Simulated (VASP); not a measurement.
# Sc3SbP2 (P6/mmm) in VASP: single point with PBE

Aim: the single point of Sc3SbP2 with PBE.

Program: VASP 6.6.1. These are calculated values, not measurements. Logs are shortened: lines on timing, memory, paths and dates and some standing lists are left out, and cuts for length are marked.

## 1. The cell of the first run

Symmetry: P6/mmm, No. 191, hexagonal system. Conventional cell: a = 6.358 Å, b = 6.358 Å, c = 3.979 Å, α = 90.00°, β = 90.00°, γ = 120.00°. Within 2.4 Å of Sc (site symmetry mmm) lie 2 P at 1.84 Å. Sb (site symmetry 6/mmm) has 6 Sc at 3.18 Å and 6 P at 3.67 Å and 2 Sb at 3.98 Å within 4.2 Å. Within 2.4 Å of P (site symmetry -6m2) lie 3 Sc at 1.84 Å.

The cell was built from a structure type or drawn by symmetry, and may not be a known phase.

## 2. Single point, PBE

INCAR

```
  ALGO = Normal
  EDIFF = 1E-7
  ENCUT = 520
  GGA = PE
  ISIF = 2
  ISMEAR = 0
  LASPH = T
  LCHARG = F
  LREAL = F
  LWAVE = F
  NBANDS = 33
  NELM = 80
  PREC = Accurate
  SIGMA = 0.1
```

KPOINTS

```
k-points
0
Gamma
  3 3 4
```

POSCAR

```
Sc3SbP2
1.0
    6.3584429400      0.0000000000      0.0000000000
   -3.1792214700      5.5065731100      0.0000000000
    0.0000000000      0.0000000000      3.9787194100
Sc Sb P
3 1 2
Direct
    0.5000000000      0.0000000000      0.0000000000
    0.0000000000      0.5000000000      0.0000000000
    0.5000000000      0.5000000000      0.0000000000
    0.0000000000      0.0000000000      0.0000000000
    0.3333333300      0.6666666700      0.0000000000
    0.6666666700      0.3333333300      0.0000000000
```

Potentials or basis: VASP PAW PBE potentials, release 64 (Sc_sv, Sb, P).

The run is started by

```sh
$ cat potpaw_PBE.64/Sc_sv/POTCAR potpaw_PBE.64/Sb/POTCAR potpaw_PBE.64/P/POTCAR > POTCAR
$ mpirun -np 1 vasp_std > vasp.out
```

OUTCAR:

```text
EDIFF = 1E-7
   ENCUT = 520
   GGA = PE
   ISIF = 2
   ISMEAR = 0
   LASPH = T
   LREAL = F
   NELM = 80
   PREC = Accurate

 ion  position               nearest neighbor table
   1  0.500  0.000  0.000-   5 1.84   6 1.84   2 3.18   3 3.18   3 3.18   2 3.18   4 3.18   4 3.18

   2  0.000  0.500  0.000-   5 1.84   6 1.84   1 3.18   4 3.18   4 3.18   1 3.18   3 3.18   3 3.18

   3  0.500  0.500  0.000-   5 1.84   6 1.84   1 3.18   4 3.18   1 3.18   4 3.18   2 3.18   2 3.18

   4  0.000  0.000  0.000-   2 3.18   3 3.18   2 3.18   3 3.18   1 3.18   1 3.18
   5  0.333  0.667  0.000-   1 1.84   2 1.84   3 1.84
   6  0.667  0.333  0.000-   1 1.84   2 1.84   3 1.84

  LATTYP: Found a hexagonal cell.
 ALAT       =     6.3584429400
 C/A-ratio  =     0.6257380065

  Lattice vectors:

 A1 = (   6.3584429400,   0.0000000000,   0.0000000000)
 A2 = (  -3.1792214700,   5.5065731100,   0.0000000000)
 A3 = (   0.0000000000,   0.0000000000,   3.9787194100)

Analysis of symmetry for initial positions (statically):
=====================================================================
 Subroutine PRICEL returns:
 Original cell was already a primitive cell.

 Routine SETGRP: Setting up the symmetry group for a
 hexagonal supercell.

 Subroutine GETGRP returns: Found 24 space group operations
 (whereof 24 operations were pure point group operations)
 out of a pool of 24 trial point group operations.

The static configuration has the point symmetry D_6h.

Analysis of symmetry for dynamics (positions and initial velocities):
=====================================================================
 Subroutine PRICEL returns:
 Original cell was already a primitive cell.

 Routine SETGRP: Setting up the symmetry group for a
 hexagonal supercell.

 Subroutine GETGRP returns: Found 24 space group operations
 (whereof 24 operations were pure point group operations)
 out of a pool of 24 trial point group operations.

The dynamic configuration has the point symmetry D_6h.

 Subroutine INISYM returns: Found 24 space group operations
 (whereof 24 operations are pure point group operations),
 and found     1 'primitive' translations

----------------------------------------------------------------------------------------

                                     Primitive cell

  volume of cell :     139.3078

  direct lattice vectors                    reciprocal lattice vectors
     6.358442940  0.000000000  0.000000000     0.157271208  0.090800574  0.000000000
    -3.179221470  5.506573110  0.000000000     0.000000000  0.181601148  0.000000000
     0.000000000  0.000000000  3.978719410     0.000000000  0.000000000  0.251337151

  length of vectors
     6.358442940  6.358442936  3.978719410     0.181601148  0.181601148  0.251337151

  position of ions in fractional coordinates (direct lattice)
     0.500000000  0.000000000  0.000000000
     0.000000000  0.500000000  0.000000000
     0.500000000  0.500000000  0.000000000
     0.000000000  0.000000000  0.000000000
     0.333333330  0.666666670  0.000000000
     0.666666670  0.333333330  0.000000000

  ion indices of the primitive-cell ions
   primitive index   ion index
                 1           1
                 2           2
                 3           3
                 4           4
                 5           5
                 6           6

----------------------------------------------------------------------------------------

 KPOINTS: k-points

Automatic generation of k-mesh.
 Grid dimensions read from file:
 generate k-points for:    3    3    4

 Generating k-lattice:

  Cartesian coordinates                     Fractional coordinates (reciprocal lattice)
     0.052423736  0.030266858  0.000000000     0.333333333  0.000000000  0.000000000
     0.000000000  0.060533716  0.000000000     0.000000000  0.333333333  0.000000000
     0.000000000  0.000000000  0.062834288     0.000000000  0.000000000  0.250000000

  Length of vectors
     0.060533716  0.060533716  0.062834288

  Shift w.r.t. Gamma in fractional coordinates (k-lattice)
     0.000000000  0.000000000  0.000000000

 Subroutine IBZKPT returns following result:
 ===========================================

 Found      9 irreducible k-points:

 Following reciprocal coordinates:
            Coordinates               Weight
  0.000000  0.000000  0.000000      1.000000
  0.333333  0.000000  0.000000      6.000000
  0.333333  0.333333  0.000000      2.000000
  0.000000  0.000000  0.250000      2.000000
  0.333333  0.000000  0.250000     12.000000
  0.333333  0.333333  0.250000      4.000000
  0.000000  0.000000  0.500000      1.000000
  0.333333  0.000000  0.500000      6.000000
  0.333333  0.333333  0.500000      2.000000
   k-points           NKPTS =      9   k-points in BZ     NKDIM =      9   number of bands    NBANDS=     33
   number of dos      NEDOS =    301   number of ions     NIONS =      6
   total plane-waves  NPLWV =  69120
   dimension x,y,z NGX =    48 NGY =   48 NGZ =   30
   dimension x,y,z NGXF=    96 NGYF=   96 NGZF=   60
   ions per type =               3   1   2
   NGX,Y,Z   is equivalent  to a cutoff of  12.55, 12.55, 12.54 a.u.
   NGXF,Y,Z  is equivalent  to a cutoff of  25.10, 25.10, 25.07 a.u.
 SYSTEM =  unknown system
   PREC   = accura    normal or accurate (medium, high low for compatibility)
   ISTART =      0    job   : 0-new  1-cont  2-samecut
   ICHARG =      2    charge: 1-file 2-atom 10-const
   ISPIN  =      1    spin polarized calculation?
   LNONCOLLINEAR =      F non collinear calculations
   LSORBIT =      F    spin-orbit coupling
   LASPH  =      T    aspherical Exc in radial PAW
   ENCUT  =  520.0 eV  38.22 Ry    6.18 a.u.  11.82 11.82  7.40*2*pi/ulx,y,z
   NELM   =     80;   NELMIN=  2; NELMDL= -5     # of ELM steps
   EDIFF  = 0.1E-06   stopping-criterion for ELM
   LREAL  =      F    real-space projection
   EDIFFG = 0.1E-05   stopping-criterion for IOM
   NSW    =      0    number of steps for IOM
   IBRION =     -1    ionic relax: 0-MD 1-quasi-New 2-CG
   NFREE  =      0    steps in history (QN), initial steepest desc. (CG)
   ISIF   =      2    stress and relaxation
   ISYM   =      2    0-nonsym 1-usesym 2-fastsym
   POTIM  = 0.5000    time-step for ionic-motion
   TEBEG  =    0.0;   TEEND  =   0.0 temperature during run
   PSTRESS=    0.0 pullay stress
   NELECT =      48.0000    total number of electrons
   NUPDOWN=      -1.0000    fix difference up-down
   EMIN   =  10.00;   EMAX   =-10.00  energy-range for DOS
   EFERMI =   0.00;   METHOD = LEGACY
   ISMEAR =     0;   SIGMA  =   0.10  broadening in eV -4-tet -1-fermi 0-gaus
   EFERMI_NEDOS =   21; number of points for ismear=-14 and -15
   IALGO  =     38    algorithm
   IMIX   =      4    mixing-type and parameters
     AMIX     =   0.40;   BMIX     =  1.00
     AMIX_MAG =   1.60;   BMIX_MAG =  1.00
  volume/ion in A,a.u.               =      23.22       156.68
  Fermi-wavevector in a.u.,A,eV,Ry     =   1.147704  2.168847 17.921942  1.317226
  Thomas-Fermi vector in A             =   2.284383
   LORBIT       =      0    0 simple, 1 ext, 2 COOP (PROOUT), +10 PAW based schemes
   GGA     = PE    functional components
   LHFCALC =     F    Hartree Fock is set to
   AEXX    =    0.0000 exact exchange contribution
   IVDW    =     0    specifies the selected vdW correction
   LEPSILON=     F    determine dielectric tensor
   LRPA    =     F    only Hartree local field effects (RPA)
 non-spin polarized calculation
 Gauss-broadening in eV      SIGMA  =   0.10
  energy-cutoff  :      520.00
  volume of cell :      139.31
 maximum number of plane-waves:      3774
 NGX is ok and might be reduce to    48
   NGX = 23   NGY = 23   NGZ = 15

 number of electron      48.0000001 magnetization

 Free energy of the ion-electron system (eV)
  ---------------------------------------------------
  ext. energy  EPLUGINS =         0.00000000
  ---------------------------------------------------
  free energy    TOTEN  =       -15.17224528 eV

  energy without entropy =      -15.15686965  energy(sigma->0) =      -15.16455747

 E-fermi :   4.8339     XC(G=0):  -9.2849

 val. band max:        4.8324727301   @ k =   0.3333   0.0000   0.5000
 cond. band min:       4.9708665037   @ k =   0.0000   0.0000   0.5000
 fundamental gap:      0.1383937735
 Fermi energy:         4.8338720279

 k-point     1 :       0.0000    0.0000    0.0000
  band No.  band energies     occupation
      1     -43.7871      2.00000
      2     -43.7062      2.00000
      3     -43.7062      2.00000
      4     -24.3405      2.00000
      5     -23.6059      2.00000
      6     -23.6059      2.00000
[... 25 lines left out ...]
     32       7.2685      0.00000
     33       7.6000      0.00000

 k-point     2 :       0.3333    0.0000    0.0000
  band No.  band energies     occupation
      1     -43.7702      2.00000
      2     -43.7234      2.00000
      3     -43.7062      2.00000
      4     -24.1918      2.00000
      5     -23.7640      2.00000
      6     -23.5984      2.00000
[... 25 lines left out ...]
     32       7.5852      0.00000
     33       8.0816      0.00000

 k-point     3 :       0.3333    0.3333    0.0000
  band No.  band energies     occupation
      1     -43.7469      2.00000
      2     -43.7469      2.00000
      3     -43.7062      2.00000
      4     -23.9819      2.00000
      5     -23.9819      2.00000
      6     -23.5914      2.00000
[... 25 lines left out ...]
     32       8.1866      0.00000
     33       8.3571      0.00000

 k-point     4 :       0.0000    0.0000    0.2500
  band No.  band energies     occupation
      1     -43.7863      2.00000
      2     -43.7055      2.00000
      3     -43.7055      2.00000
      4     -24.3375      2.00000
      5     -23.6048      2.00000
      6     -23.6048      2.00000
[... 133 lines left out ...]
     32       7.5911      0.00000
     33       7.8751      0.00000

 k-point     8 :       0.3333    0.0000    0.5000
  band No.  band energies     occupation
      1     -43.7686      2.00000
      2     -43.7220      2.00000
      3     -43.7048      2.00000
      4     -24.1865      2.00000
      5     -23.7609      2.00000
      6     -23.5962      2.00000
[... 25 lines left out ...]
     32       7.5920      0.00000
     33       8.1205      0.00000

 k-point     9 :       0.3333    0.3333    0.5000
  band No.  band energies     occupation
      1     -43.7454      2.00000
      2     -43.7454      2.00000
      3     -43.7048      2.00000
      4     -23.9776      2.00000
      5     -23.9776      2.00000
      6     -23.5893      2.00000
[... 25 lines left out ...]
     32       7.8746      0.00000
     33       7.8747      0.00000

------------------------ aborting loop because EDIFF is reached ----------------------------------------

  FORCE on cell =-STRESS in cart. coord.  units (eV):
  Direction    XX          YY          ZZ          XY          YZ          ZX
  --------------------------------------------------------------------------------------
  -------------------------------------------------------------------------------------
  Total       75.4949710     75.4949709     -1.3999951      0.0000000     -0.0000000      0.0000000
  in kB      868.2666183    868.2666168    -16.1013243      0.0000000     -0.0000000      0.0000000
  external PRESSURE =     573.4773036 kB  Pullay stress =       0.0000000 kB

 VOLUME and BASIS-vectors are now :
 -----------------------------------------------------------------------------
  energy-cutoff  :      520.00
  volume of cell :      139.31
      direct lattice vectors                 reciprocal lattice vectors
     6.358442940  0.000000000  0.000000000     0.157271208  0.090800574  0.000000000
    -3.179221470  5.506573110  0.000000000     0.000000000  0.181601148  0.000000000
     0.000000000  0.000000000  3.978719410     0.000000000  0.000000000  0.251337151

 POSITION                                       TOTAL-FORCE (eV/Angst)
 -----------------------------------------------------------------------------------
      3.17922      0.00000      0.00000         0.000000     -0.000000      0.000000
     -1.58961      2.75329      0.00000         0.000000     -0.000000      0.000000
      1.58961      2.75329      0.00000         0.000000     -0.000000      0.000000
      0.00000      0.00000      0.00000         0.000000     -0.000000      0.000000
     -0.00000      3.67105      0.00000         0.000000      0.000000      0.000000
      3.17922      1.83552      0.00000        -0.000000      0.000000      0.000000
 -----------------------------------------------------------------------------------
    total drift:                               -0.000000      0.000000      0.000000

  FREE ENERGIE OF THE ION-ELECTRON SYSTEM (eV)
  ---------------------------------------------------
  free  energy   TOTEN  =       -15.1722452834 eV

  energy  without entropy=      -15.1568696536  energy(sigma->0) =      -15.16455747
```

It took 96 s on 1 thread of Intel Xeon 8259CL, shared host; peak memory 0.26 GiB.

What came out:

* Free energy: -15.1722 eV
* Pressure: 57.3 GPa
* Band gap on the k mesh: zero (bands 24 and 25 overlap by 0.20 eV)

Caveat: the k points lie up to 0.39 Å⁻¹ apart; spin-orbit coupling is left out, which moves the levels of the heavy elements.
